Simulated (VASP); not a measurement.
# In (Im-3m) in VASP: further runs

Aim: see how the results for In move with the level of theory and the settings. Levels: PBE0, HF, r2SCAN+D3(BJ), HSE06. Tasks: single point.

Program: VASP 6.6.1. These are calculated values, not measurements. Logs are shortened: lines on timing, memory, paths and dates and some standing lists are left out, and cuts for length are marked.

### Step 1. The cell of the first run

Symmetry: Im-3m, No. 229, cubic system. The conventional cell has a = 3.765 Å, b = 3.765 Å, c = 3.765 Å, α = 90.00°, β = 90.00°, γ = 90.00°. Within 4.3 Å of In (site symmetry m-3m) lie 14 In at 3.26 to 3.77 Å.

This isn't the form of In at room conditions, which is tetragonal.

### Step 2. Single point, PBE0, non-collinear spin, zero start, spin-orbit coupling

POSCAR

```
In
1.0
   -1.8825252400      1.8825252400      1.8825252400
    1.8825252400     -1.8825252400      1.8825252400
    1.8825252400      1.8825252400     -1.8825252400
In
1
Direct
    0.0000000000      0.0000000000      0.0000000000
```

INCAR.step1

```
SYSTEM = In
PREC     = Accurate       ! precision mode
ENCUT    = 520            ! plane-wave cutoff, eV
EDIFF    = 1E-5           ! SCF threshold, eV
ISMEAR   = -1             ! smearing method
SIGMA    = 0.05           ! smearing width, eV
LREAL    = .FALSE.        ! projectors in reciprocal space
LASPH    = .TRUE.         ! aspherical terms in the spheres
NELM     = 150            ! most SCF steps
ALGO     = Normal         ! electronic algorithm
ISIF     = 2              ! what is computed and relaxed
LWAVE    = .TRUE.         ! write WAVECAR
LCHARG   = .FALSE.        ! write CHGCAR
MAGMOM   = 0 0 0          ! initial moments
LORBIT   = 11             ! projections on sites
LSORBIT  = .TRUE.         ! spin-orbit coupling
GGA_COMPAT= .FALSE.      
LORBMOM  = .TRUE.       
GGA      = PE             ! functional
NBANDS   = 24             ! bands
```

INCAR.step2

```
SYSTEM = In
PREC     = Accurate       ! precision mode
ENCUT    = 520            ! plane-wave cutoff, eV
EDIFF    = 1E-6           ! SCF threshold, eV
ISMEAR   = -1             ! smearing method
SIGMA    = 0.05           ! smearing width, eV
LREAL    = .FALSE.        ! projectors in reciprocal space
LASPH    = .TRUE.         ! aspherical terms in the spheres
NELM     = 150            ! most SCF steps
ALGO     = Normal         ! electronic algorithm
ISIF     = 2              ! what is computed and relaxed
LWAVE    = .FALSE.        ! write WAVECAR
LCHARG   = .FALSE.        ! write CHGCAR
MAGMOM   = 0 0 0          ! initial moments
LORBIT   = 11             ! projections on sites
LSORBIT  = .TRUE.         ! spin-orbit coupling
GGA_COMPAT= .FALSE.      
LORBMOM  = .TRUE.       
GGA      = PE             ! functional
LHFCALC  = .TRUE.         ! exact exchange
AEXX     = 0.25           ! exact-exchange fraction
PRECFOCK = Normal       
ISTART   = 1            
NBANDS   = 24             ! bands
```

KPOINTS

```
Automatic mesh
0
G
  4 4 4
  0 0 0
```

Potentials or basis: VASP PAW PBE potentials, release 64 (In_d).

Started as:

```console
> cat potpaw_PBE.64/In_d/POTCAR > POTCAR
> cp INCAR.step1 INCAR
> mpirun -np 1 vasp_ncl > vasp.out
> cp INCAR.step2 INCAR
> mpirun -np 1 vasp_ncl > vasp.out
```

OUTCAR:

```text
SYSTEM = In
   PREC = Accurate
   ENCUT = 520
   EDIFF = 1E-6
   ISMEAR = -1
   LREAL = .FALSE.
   LASPH = .TRUE.
   NELM = 150
   ISIF = 2
   LORBIT = 11
   LSORBIT = .TRUE.
   GGA = PE
   LHFCALC = .TRUE.
   AEXX = 0.25
   PRECFOCK = Normal
   ISTART = 1

 ion  position               nearest neighbor table
   1  0.000  0.000  0.000-

  LATTYP: Found a body centered cubic cell.
 ALAT       =     3.7650504800

  Lattice vectors:

 A1 = (  -1.8825252400,   1.8825252400,   1.8825252400)
 A2 = (   1.8825252400,  -1.8825252400,   1.8825252400)
 A3 = (   1.8825252400,   1.8825252400,  -1.8825252400)

Analysis of symmetry for initial positions (statically):
=====================================================================
 Subroutine PRICEL returns:
 Original cell was already a primitive cell.

 Routine SETGRP: Setting up the symmetry group for a
 body centered cubic supercell.

 Subroutine GETGRP returns: Found 48 space group operations
 (whereof 48 operations were pure point group operations)
 out of a pool of 48 trial point group operations.

The static configuration has the point symmetry O_h .

Analysis of symmetry for dynamics (positions and initial velocities):
=====================================================================
 Subroutine PRICEL returns:
 Original cell was already a primitive cell.

 Routine SETGRP: Setting up the symmetry group for a
 body centered cubic supercell.

 Subroutine GETGRP returns: Found 48 space group operations
 (whereof 48 operations were pure point group operations)
 out of a pool of 48 trial point group operations.

The dynamic configuration has the point symmetry O_h .

Analysis of structural, dynamic, and magnetic symmetry:
=====================================================================
 Subroutine PRICEL returns:
 Original cell was already a primitive cell.

 Routine SETGRP: Setting up the symmetry group for a
 body centered cubic supercell.

 Subroutine GETGRP returns: Found 48 space group operations
 (whereof 48 operations were pure point group operations)
 out of a pool of 48 trial point group operations.

The overall configuration has the point symmetry O_h .

 Subroutine INISYM returns: Found 48 space group operations
 (whereof 48 operations are pure point group operations),
 and found     1 'primitive' translations

----------------------------------------------------------------------------------------

                                     Primitive cell

  volume of cell :      26.6859

  direct lattice vectors                    reciprocal lattice vectors
    -1.882525240  1.882525240  1.882525240     0.000000000  0.265600689  0.265600689
     1.882525240 -1.882525240  1.882525240     0.265600689  0.000000000  0.265600689
     1.882525240  1.882525240 -1.882525240     0.265600689  0.265600689  0.000000000

  length of vectors
     3.260629362  3.260629362  3.260629362     0.375616096  0.375616096  0.375616096

  position of ions in fractional coordinates (direct lattice)
     0.000000000  0.000000000  0.000000000

  ion indices of the primitive-cell ions
   primitive index   ion index
                 1           1

----------------------------------------------------------------------------------------

 KPOINTS: Automatic mesh

Automatic generation of k-mesh.
 Grid dimensions read from file:
 generate k-points for:    4    4    4

 Generating k-lattice:

  Cartesian coordinates                     Fractional coordinates (reciprocal lattice)
     0.000000000  0.066400172  0.066400172     0.250000000  0.000000000  0.000000000
     0.066400172  0.000000000  0.066400172     0.000000000  0.250000000  0.000000000
     0.066400172  0.066400172  0.000000000     0.000000000  0.000000000  0.250000000

  Length of vectors
     0.093904024  0.093904024  0.093904024

  Shift w.r.t. Gamma in fractional coordinates (k-lattice)
     0.000000000  0.000000000  0.000000000

 Subroutine IBZKPT returns following result:
 ===========================================

 Found      8 irreducible k-points:

 Following reciprocal coordinates:
            Coordinates               Weight
[... 18 lines left out ...]
   ISTART =      1    job   : 0-new  1-cont  2-samecut
   ICHARG =      0    charge: 1-file 2-atom 10-const
   ISPIN  =      1    spin polarized calculation?
   LNONCOLLINEAR =      T non collinear calculations
   LSORBIT =      T    spin-orbit coupling
   LASPH  =      T    aspherical Exc in radial PAW
   ENCUT  =  520.0 eV  38.22 Ry    6.18 a.u.   6.06  6.06  6.06*2*pi/ulx,y,z
   NELM   =    150;   NELMIN=  2; NELMDL=  0     # of ELM steps
   EDIFF  = 0.1E-05   stopping-criterion for ELM
   LREAL  =      F    real-space projection
   EDIFFG = 0.1E-04   stopping-criterion for IOM
   NSW    =      0    number of steps for IOM
   IBRION =     -1    ionic relax: 0-MD 1-quasi-New 2-CG
   NFREE  =      0    steps in history (QN), initial steepest desc. (CG)
   ISIF   =      2    stress and relaxation
   ISYM   =      3    0-nonsym 1-usesym 2-fastsym
   POTIM  = 0.5000    time-step for ionic-motion
   TEBEG  =    0.0;   TEEND  =   0.0 temperature during run
   PSTRESS=    0.0 pullay stress
   NELECT =      13.0000    total number of electrons
   NUPDOWN=      -1.0000    fix difference up-down
   EMIN   =  10.00;   EMAX   =-10.00  energy-range for DOS
   EFERMI =   0.00;   METHOD = LEGACY
   ISMEAR =    -1;   SIGMA  =   0.05  broadening in eV -4-tet -1-fermi 0-gaus
   EFERMI_NEDOS =   21; number of points for ismear=-14 and -15
   IALGO  =     38    algorithm
   IMIX   =      1    mixing-type and parameters
     AMIX     =   0.40;   BMIX     =  1.00
     AMIX_MAG =   1.60;   BMIX_MAG =  1.00
  volume/ion in A,a.u.               =      26.69       180.09
  Fermi-wavevector in a.u.,A,eV,Ry     =   1.288136  2.434225 22.576080  1.659295
  Thomas-Fermi vector in A             =   2.420108
   LORBIT       =     11    0 simple, 1 ext, 2 COOP (PROOUT), +10 PAW based schemes
   GGA     = PE    functional components
   LHFCALC =     T    Hartree Fock is set to
   PRECFOCK=normal    Normal, Fast or Accurate (Low or Medium for compatibility)
   ENCUT4O =  -1.0   cutoff for four orbital integrals eV
   NKREDX  =     1    reduce k-point grid by
   NKREDY  =     1    reduce k-point grid by
   NKREDZ  =     1    reduce k-point grid by
   AEXX    =    0.2500 exact exchange contribution
   HFSCREEN=    0.0000 screening length (either q_TF or 0.3 A-1)
   HFSCREENC=   0.0000 screening length for correlation (either q_TF or 0.3 A-1)
   ENCUTFOCK=  -1.0 apply spherical cutoff to Coloumb kernel
   IVDW    =     0    specifies the selected vdW correction
   LEPSILON=     F    determine dielectric tensor
   LRPA    =     F    only Hartree local field effects (RPA)
  energy-cutoff  :      520.00
  volume of cell :       26.69
 maximum number of plane-waves:      1472
  NGX = 20; NGY = 20; NGZ = 20

 number of electron      13.0000005 magnetization      -0.0000674     -0.0004001      0.1800471

 number of electron      13.0000005 magnetization      -0.0000511      0.0005398      0.2100755

 number of electron      13.0000005 magnetization       0.0001637      0.0006930      0.2332201

 Free energy of the ion-electron system (eV)
  ---------------------------------------------------
  ext. energy  EPLUGINS =         0.00000000
  ---------------------------------------------------
  free energy    TOTEN  =        -3.09984856 eV

  energy without entropy =       -3.09983735  energy(sigma->0) =       -3.09984295

 E-fermi :   7.5580     XC(G=0):  -8.0152

 val. band max:        7.0321581151   @ k =   0.2500   0.2500   0.0000
 cond. band min:       7.9706809189   @ k =   0.2500   0.2500   0.2500
 fundamental gap:      0.9385228039
 Fermi energy:         7.5580046218

 k-point     1 :       0.0000    0.0000    0.0000
  band No.  band energies     occupation
      1     -10.2998      1.00000
      2     -10.2886      1.00000
      3     -10.2857      1.00000
      4     -10.2812      1.00000
      5      -9.4974      1.00000
      6      -9.4949      1.00000
[... 205 lines left out ...]
     23      28.2035      0.00000
     24      28.4254      0.00000

------------------------ aborting loop because EDIFF is reached ----------------------------------------

  FORCE on cell =-STRESS in cart. coord.  units (eV):
  Direction    XX          YY          ZZ          XY          YZ          ZX
  --------------------------------------------------------------------------------------
  -------------------------------------------------------------------------------------
  Total        0.2939845      0.2939845      0.2939845      0.0000000      0.0000000     -0.0000000
  in kB       17.6503233     17.6503233     17.6503233      0.0000000      0.0000000     -0.0000000
  external PRESSURE =      17.6503233 kB  Pullay stress =       0.0000000 kB

 VOLUME and BASIS-vectors are now :
 -----------------------------------------------------------------------------
  energy-cutoff  :      520.00
  volume of cell :       26.69
      direct lattice vectors                 reciprocal lattice vectors
    -1.882525240  1.882525240  1.882525240     0.000000000  0.265600689  0.265600689
     1.882525240 -1.882525240  1.882525240     0.265600689  0.000000000  0.265600689
     1.882525240  1.882525240 -1.882525240     0.265600689  0.265600689  0.000000000

 POSITION                                       TOTAL-FORCE (eV/Angst)
 -----------------------------------------------------------------------------------
      0.00000      0.00000      0.00000         0.000000      0.000000      0.000000
 -----------------------------------------------------------------------------------
    total drift:                               -0.000000     -0.000000      0.000000

  FREE ENERGIE OF THE ION-ELECTRON SYSTEM (eV)
  ---------------------------------------------------
  free  energy   TOTEN  =        -3.0998485573 eV

  energy  without entropy=       -3.0998373490  energy(sigma->0) =       -3.09984295

 orbital moment (x)

 # of ion     p       d       tot
 ----------------------------------------
  1         0.000  -0.000   0.000
 ----------------------------------------
            0.000  -0.000   0.000

 orbital moment (y)

 # of ion     p       d       tot
 ----------------------------------------
  1         0.000  -0.000   0.000
 ----------------------------------------
            0.000  -0.000   0.000

 orbital moment (z)

 # of ion     p       d       tot
 ----------------------------------------
  1         0.005  -0.001   0.004
 ----------------------------------------
            0.005  -0.001   0.004

 Spin-Orbit-Coupling matrix elements

 Ion:    1  E_soc:     -0.0747705
 l=   1
     0.0000000    -0.0068913    -0.0057013
    -0.0068913     0.0000000    -0.0068899
    -0.0057013    -0.0068899     0.0000000
 l=   2
     0.0000000    -0.0010756     0.0000000    -0.0010759    -0.0048617
    -0.0010756     0.0000000    -0.0036395    -0.0011810    -0.0012151
     0.0000000    -0.0036395     0.0000000    -0.0036389     0.0000000
    -0.0010759    -0.0011810    -0.0036389     0.0000000    -0.0012150
    -0.0048617    -0.0012151     0.0000000    -0.0012150     0.0000000
 l=   3
     0.0000000     0.0000000     0.0000000     0.0000000     0.0000000     0.0000000     0.0000000
     0.0000000     0.0000000     0.0000000     0.0000000     0.0000000     0.0000000     0.0000000
     0.0000000     0.0000000     0.0000000     0.0000000     0.0000000     0.0000000     0.0000000
     0.0000000     0.0000000     0.0000000     0.0000000     0.0000000     0.0000000     0.0000000
     0.0000000     0.0000000     0.0000000     0.0000000     0.0000000     0.0000000     0.0000000
     0.0000000     0.0000000     0.0000000     0.0000000     0.0000000     0.0000000     0.0000000
     0.0000000     0.0000000     0.0000000     0.0000000     0.0000000     0.0000000     0.0000000

 total charge

# of ion       s       p       d       tot
------------------------------------------
    1        1.071   0.487   9.856  11.414

 magnetization (x)

# of ion       s       p       d       tot
------------------------------------------
    1        0.000   0.000  -0.000   0.000

 magnetization (y)

# of ion       s       p       d       tot
------------------------------------------
    1       -0.000   0.000   0.000   0.000

 magnetization (z)

# of ion       s       p       d       tot
------------------------------------------
    1        0.000   0.000  -0.000   0.000
```

Run time: 37 min. Hardware: 1 thread of AMD EPYC 9R45 (Zen 5), shared host; peak memory 0.19 GiB.

What came out:

```
Free energy                                           : -3.0998 eV
Pressure                                              : 1.8 GPa
Net moment                                            : 0.23 μB per cell
Valence electrons inside the program's atomic spheres : In 11.41
```

Moments on the atoms (μB; x, y, z):
```
In  0.00 0.00 0.00
```

Caveat: the k points lie up to 0.59 Å⁻¹ apart; a moment this small can come from the mesh or the smearing; the PAW data sets were made with another functional, which shifts forces and pressure a little.

(Continued in part 2 of 2.)
